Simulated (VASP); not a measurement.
# C in VASP: relaxation of the atoms with PBE+D3(BJ)

Aim: the relaxation of the atoms of C with PBE+D3(BJ).

Program: VASP 6.6.1. These are calculated values, not measurements. Logs are shortened: lines on timing, memory, paths and dates and some standing lists are left out, and cuts for length are marked.

**1. The cell of the first run**

The cell holds a slab with vacuum, 4 atoms: a = 2.466 Å, b = 2.466 Å, c = 17.500 Å, α = 90.00°, β = 90.00°, γ = 120.00°.

**2. Relaxation of the atoms, PBE+D3(BJ) (layers slid over each other)**

INCAR reads:

```
ALGO     = Normal         # electronic algorithm
DIPOL    = 0.5 0.5 0.356
EDIFF    = 1E-7           # SCF threshold, eV
EDIFFG   = -0.003         # ionic threshold
ENCUT    = 520            # plane-wave cutoff, eV
GGA      = PE             # functional
GGA_COMPAT= False        
IBRION   = 2              # ionic algorithm
IDIPOL   = 3            
ISIF     = 2              # what is computed and relaxed
ISMEAR   = 0              # smearing method
IVDW     = 12             # dispersion correction
LASPH    = True           # aspherical terms in the spheres
LCHARG   = False          # write CHGCAR
LDIPOL   = True         
LREAL    = False          # projectors in reciprocal space
LWAVE    = False          # write WAVECAR
NELM     = 120            # most SCF steps
NELMDL   = -8           
NELMIN   = 4            
NSW      = 40             # ionic steps
PREC     = Accurate       # precision mode
SIGMA    = 0.1            # smearing width, eV
```

KPOINTS reads:

```
k-points
0
Gamma
  15 15 1
```

POSCAR reads:

```
C
1.0
    2.4657189589      0.0000000000      0.0000000000
   -1.2328594795      2.1353752570      0.0000000000
    0.0000000000      0.0000000000     17.5000000000
C
4
Selective dynamics
Direct
    0.3333333333      0.6666666667      0.2571383623  F F F
    0.6666666667      0.3333333333      0.2571428571  F F T
    0.6666666667      0.8333333333      0.4546009694  F F T
    0.3333333333      1.1666666667      0.4546007313  F F T
```

Potentials or basis: VASP PAW PBE potentials, release 64 (C).

Started as:

```console
$ cat potpaw_PBE.64/C/POTCAR > POTCAR
$ mpirun -np 1 vasp_std > vasp.out
```

OUTCAR:

```text
EDIFF = 1E-7
   EDIFFG = -0.003
   ENCUT = 520
   GGA = PE
   IBRION = 2
   ISIF = 2
   ISMEAR = 0
   IVDW = 12
   LASPH = True
   LREAL = False
   NELM = 120
   NELMDL = -8
   NELMIN = 4
   NSW = 40
   PREC = Accurate
 IVDW          = 12

 ion  position               nearest neighbor table
   1  0.333  0.667  0.257-   2 1.42   2 1.42   2 1.42
   2  0.667  0.333  0.257-   1 1.42   1 1.42   1 1.42
   3  0.667  0.833  0.455-   4 1.42   4 1.42   4 1.42
   4  0.333  0.167  0.455-   3 1.42   3 1.42   3 1.42

  LATTYP: Found a hexagonal cell.
 ALAT       =     2.4657189589
 C/A-ratio  =     7.0973214270

  Lattice vectors:

 A1 = (   2.4657189589,   0.0000000000,   0.0000000000)
 A2 = (  -1.2328594795,   2.1353752570,   0.0000000000)
 A3 = (   0.0000000000,   0.0000000000,  17.5000000000)

Analysis of symmetry for initial positions (statically):
=====================================================================
 Subroutine PRICEL returns:
 Original cell was already a primitive cell.

 Routine SETGRP: Setting up the symmetry group for a
 hexagonal supercell.

 Subroutine GETGRP returns: Found  8 space group operations
 (whereof  4 operations were pure point group operations)
 out of a pool of 24 trial point group operations.

The static configuration has the point symmetry C_2v.
 The point group associated with its full space group is D_2h.

Analysis of symmetry for dynamics (positions and initial velocities):
=====================================================================
 Subroutine PRICEL returns:
 Original cell was already a primitive cell.

 Routine SETGRP: Setting up the symmetry group for a
 hexagonal supercell.

 Subroutine GETGRP returns: Found  8 space group operations
 (whereof  4 operations were pure point group operations)
 out of a pool of 24 trial point group operations.

The dynamic configuration has the point symmetry C_2v.
 The point group associated with its full space group is D_2h.

Analysis of constrained symmetry for selective dynamics:
=====================================================================
 Subroutine PRICEL returns:
 Original cell was already a primitive cell.

 Routine SETGRP: Setting up the symmetry group for a
 hexagonal supercell.

 Subroutine GETGRP returns: Found  2 space group operations
 (whereof  2 operations were pure point group operations)
 out of a pool of 24 trial point group operations.

The constrained configuration has the point symmetry C_1h.

 Subroutine INISYM returns: Found  2 space group operations
 (whereof  2 operations are pure point group operations),
 and found     1 'primitive' translations

----------------------------------------------------------------------------------------

                                     Primitive cell

  volume of cell :      92.1416

  direct lattice vectors                    reciprocal lattice vectors
     2.465718959  0.000000000  0.000000000     0.405561224  0.234150882  0.000000000
    -1.232859480  2.135375257  0.000000000     0.000000000  0.468301764  0.000000000
     0.000000000  0.000000000 17.500000000     0.000000000  0.000000000  0.057142857

  length of vectors
     2.465718959  2.465718959 17.500000000     0.468301764  0.468301764  0.057142857

  position of ions in fractional coordinates (direct lattice)
     0.333333333  0.666666667  0.257138362
     0.666666667  0.333333333  0.257142857
     0.666666667  0.833333333  0.454600969
     0.333333333  0.166666667  0.454600731

  ion indices of the primitive-cell ions
   primitive index   ion index
                 1           1
                 2           2
                 3           3
                 4           4

----------------------------------------------------------------------------------------

 KPOINTS: k-points

Automatic generation of k-mesh.
 Grid dimensions read from file:
 generate k-points for:   15   15    1

 Generating k-lattice:

  Cartesian coordinates                     Fractional coordinates (reciprocal lattice)
     0.027037415  0.015610059  0.000000000     0.066666667  0.000000000  0.000000000
     0.000000000  0.031220118  0.000000000     0.000000000  0.066666667  0.000000000
     0.000000000  0.000000000  0.057142857     0.000000000  0.000000000  1.000000000

  Length of vectors
     0.031220118  0.031220118  0.057142857

  Shift w.r.t. Gamma in fractional coordinates (k-lattice)
     0.000000000  0.000000000  0.000000000

 Subroutine IBZKPT returns following result:
 ===========================================

 Found     64 irreducible k-points:

 Following reciprocal coordinates:
            Coordinates               Weight
  0.000000  0.000000  0.000000      1.000000
  0.066667  0.000000  0.000000      2.000000
  0.000000  0.066667  0.000000      4.000000
  0.133333 -0.000000  0.000000      2.000000
  0.000000  0.133333  0.000000      4.000000
  0.200000 -0.000000  0.000000      2.000000
[... 16 lines left out ...]
 -0.266667  0.200000  0.000000      4.000000
  0.266667  0.066667  0.000000      4.000000
 [... further k-points ...]
   k-points           NKPTS =     64   k-points in BZ     NKDIM =     64   number of bands    NBANDS=     12
   number of dos      NEDOS =    301   number of ions     NIONS =      4
   total plane-waves  NPLWV =  45360
   dimension x,y,z NGX =    18 NGY =   18 NGZ =  140
   dimension x,y,z NGXF=    36 NGYF=   36 NGZF=  280
   ions per type =               4
   NGX,Y,Z   is equivalent  to a cutoff of  12.14, 12.14, 13.30 a.u.
   NGXF,Y,Z  is equivalent  to a cutoff of  24.27, 24.27, 26.60 a.u.
 SYSTEM =  unknown system
   PREC   = accura    normal or accurate (medium, high low for compatibility)
   ISTART =      0    job   : 0-new  1-cont  2-samecut
   ICHARG =      2    charge: 1-file 2-atom 10-const
   ISPIN  =      1    spin polarized calculation?
   LNONCOLLINEAR =      F non collinear calculations
   LSORBIT =      F    spin-orbit coupling
   LASPH  =      T    aspherical Exc in radial PAW
   ENCUT  =  520.0 eV  38.22 Ry    6.18 a.u.   4.58  4.58 32.54*2*pi/ulx,y,z
   NELM   =    120;   NELMIN=  4; NELMDL= -8     # of ELM steps
   EDIFF  = 0.1E-06   stopping-criterion for ELM
   LREAL  =      F    real-space projection
   EDIFFG = -.3E-02   stopping-criterion for IOM
   NSW    =     40    number of steps for IOM
   IBRION =      2    ionic relax: 0-MD 1-quasi-New 2-CG
   NFREE  =      1    steps in history (QN), initial steepest desc. (CG)
   ISIF   =      2    stress and relaxation
   ISYM   =      2    0-nonsym 1-usesym 2-fastsym
   POTIM  = 0.5000    time-step for ionic-motion
   TEBEG  =    0.0;   TEEND  =   0.0 temperature during run
   PSTRESS=    0.0 pullay stress
   NELECT =      16.0000    total number of electrons
   NUPDOWN=      -1.0000    fix difference up-down
   EMIN   =  10.00;   EMAX   =-10.00  energy-range for DOS
   EFERMI =   0.00;   METHOD = LEGACY
   ISMEAR =     0;   SIGMA  =   0.10  broadening in eV -4-tet -1-fermi 0-gaus
   EFERMI_NEDOS =   21; number of points for ismear=-14 and -15
   IALGO  =     38    algorithm
   IMIX   =      4    mixing-type and parameters
     AMIX     =   0.40;   BMIX     =  1.00
     AMIX_MAG =   1.60;   BMIX_MAG =  1.00
  volume/ion in A,a.u.               =      23.04       155.45
  Fermi-wavevector in a.u.,A,eV,Ry     =   0.913334  1.725951 11.349690  0.834179
  Thomas-Fermi vector in A             =   2.037833
   LORBIT       =      0    0 simple, 1 ext, 2 COOP (PROOUT), +10 PAW based schemes
   GGA     = PE    functional components
   LHFCALC =     F    Hartree Fock is set to
   AEXX    =    0.0000 exact exchange contribution
   IVDW    =    12    specifies the selected vdW correction
   LEPSILON=     F    determine dielectric tensor
   LRPA    =     F    only Hartree local field effects (RPA)
 conjugate gradient relaxation of ions
 non-spin polarized calculation
 Gauss-broadening in eV      SIGMA  =   0.10
  energy-cutoff  :      520.00
  volume of cell :       92.14
 maximum number of plane-waves:      2521
   NGX =  9   NGY =  9   NGZ = 65

--------------------------------------- Ionic step        1  -------------------------------------------

 number of electron      15.9999996 magnetization

 Free energy of the ion-electron system (eV)
  ---------------------------------------------------
  ext. energy  EPLUGINS =         0.00000000
  ---------------------------------------------------
  free energy    TOTEN  =       -36.88066698 eV

  energy without entropy =      -36.88025517  energy(sigma->0) =      -36.88046107

------------------------ aborting loop because EDIFF is reached ----------------------------------------

 Edisp (eV)   -0.46989

 E8    (eV) :    -0.1401
[... 111 lines left out ...]
  FREE ENERGIE OF THE ION-ELECTRON SYSTEM (eV)
  ---------------------------------------------------
  free  energy   TOTEN  =       -37.3505654266 eV

  energy  without entropy=      -37.3501555175  energy(sigma->0) =      -37.35036047

 dipolmoment           0.000000      0.000000      0.000065 electrons x Angstroem

[... ionic steps 4 to 17 ...]

--------------------------------------- Ionic step       18  -------------------------------------------

 number of electron      15.9999996 magnetization

------------------------ aborting loop because EDIFF is reached ----------------------------------------
[... 79 lines left out ...]
--------------------------------------- Ionic step       20  -------------------------------------------

 number of electron      15.9999996 magnetization

 dipolmoment           0.000000      0.000000     -0.000008 electrons x Angstroem

 Free energy of the ion-electron system (eV)
  ---------------------------------------------------
  ext. energy  EPLUGINS =         0.00000000
  ---------------------------------------------------
  free energy    TOTEN  =       -36.87711442 eV

  energy without entropy =      -36.87675454  energy(sigma->0) =      -36.87693448

 E-fermi :  -0.8383     XC(G=0):  -4.4335

 val. band max:       -0.9395359681   @ k =   0.3333   0.3333   0.0000
 cond. band min:      -0.7370133004   @ k =   0.3333   0.3333   0.0000
 fundamental gap:      0.2025226677
 Fermi energy:        -0.8382703554

 k-point     1 :       0.0000    0.0000    0.0000
  band No.  band energies     occupation
      1     -20.4134      2.00000
      2     -20.2824      2.00000
      3      -8.8802      2.00000
      4      -7.9901      2.00000
      5      -3.8722      2.00000
      6      -3.8677      2.00000
      7      -3.8626      2.00000
      8      -3.8570      2.00000
      9       2.5690      0.00000
     10       3.0263      0.00000
     11       3.9729      0.00000
     12       5.7260      0.00000
[... 331 lines left out ...]
 k-point    24 :       0.2667    0.0667    0.0000
  band No.  band energies     occupation
      1     -18.2265      2.00000
      2     -18.1126      2.00000
      3      -9.5827      2.00000
      4      -9.5345      2.00000
      5      -6.6816      2.00000
      6      -6.6572      2.00000
      7      -6.2977      2.00000
      8      -5.4911      2.00000
      9       4.7566      0.00000
     10       5.0760      0.00000
     11       5.5314      0.00000
     12       6.0279      0.00000

 [... further k-points ...]

------------------------ aborting loop because EDIFF is reached ----------------------------------------

 vacuum level on the upper side and lower side of the slab       (xc-potential included)        -0.013        -0.013

 Edisp (eV)   -0.47366

 E8    (eV) :    -0.1414

  FORCE on cell =-STRESS in cart. coord.  units (eV):
  Direction    XX          YY          ZZ          XY          YZ          ZX
  --------------------------------------------------------------------------------------
  -------------------------------------------------------------------------------------
  Total       0.09838     0.12537    -0.02422    -0.02337    -0.00000    -0.00001
  in kB       1.71067     2.17996    -0.42116    -0.40642    -0.00007    -0.00011
  external pressure =        1.16 kB  Pullay stress =        0.00 kB
[... 19 lines left out ...]
  FREE ENERGIE OF THE ION-ELECTRON SYSTEM (eV)
  ---------------------------------------------------
  free  energy   TOTEN  =       -37.3507710241 eV

  energy  without entropy=      -37.3504111455  energy(sigma->0) =      -37.35059108

 reached required accuracy - stopping structural energy minimisation

 vacuum level on the upper side and lower side of the slab         3.426         3.426
```

It took 7.7 min on 1 thread of Oxide Virtual Turin-like, shared host; peak memory 0.2 GiB.

Results:

* Free energy: -37.3508 eV
* Energy gained by relaxing: 0.1 meV/atom
* Ionic steps: 20
* Dispersion energy per atom: -0.118 eV

Step by step:
| step | energy change (eV) | largest force on free atoms (eV/Å) | pressure (GPa) |
| --- | --- | --- | --- |
| 1 | 0.0000 | 0.0056 | 0.10 |
| 2 | 0.0000 | 0.0054 | 0.10 |
| 3 | 0.0000 | 0.0096 | 0.10 |
| 4 | 0.0000 | 0.0090 | 0.10 |
| 5 | 0.0000 | 0.0071 | 0.10 |
| 6 | 0.0000 | 0.0059 | 0.10 |
| 7 | -0.0001 | 0.0071 | 0.10 |
| 8 | -0.0001 | 0.0186 | 0.10 |
| 9 | -0.0001 | 0.0480 | 0.11 |
| 10 | -0.0001 | 0.0351 | 0.11 |
| 11 | -0.0001 | 0.0348 | 0.10 |
| 12 | -0.0001 | 0.0344 | 0.11 |
| 13 | -0.0001 | 0.0334 | 0.11 |
| 14 | -0.0001 | 0.0317 | 0.11 |
| 15 | -0.0002 | 0.0287 | 0.11 |
| 16 | -0.0002 | 0.0221 | 0.12 |
| 17 | -0.0002 | 0.0242 | 0.11 |
| 18 | -0.0002 | 0.0128 | 0.11 |
| 19 | -0.0002 | 0.0053 | 0.12 |
| 20 | -0.0002 | 0.0024 | 0.12 |

Final structure:
```
CELL_PARAMETERS angstrom
2.46572 0.00000 0.00000
-1.23286 2.13538 0.00000
0.00000 0.00000 17.50000
ATOMIC_POSITIONS crystal
C 0.33333 0.66667 0.25714
C 0.66667 0.33333 0.25713
C 0.66667 0.83333 0.45232
C 0.33333 0.16667 0.45232
```

Caveat: the cell differs from its parent crystal (layers slid over each other).
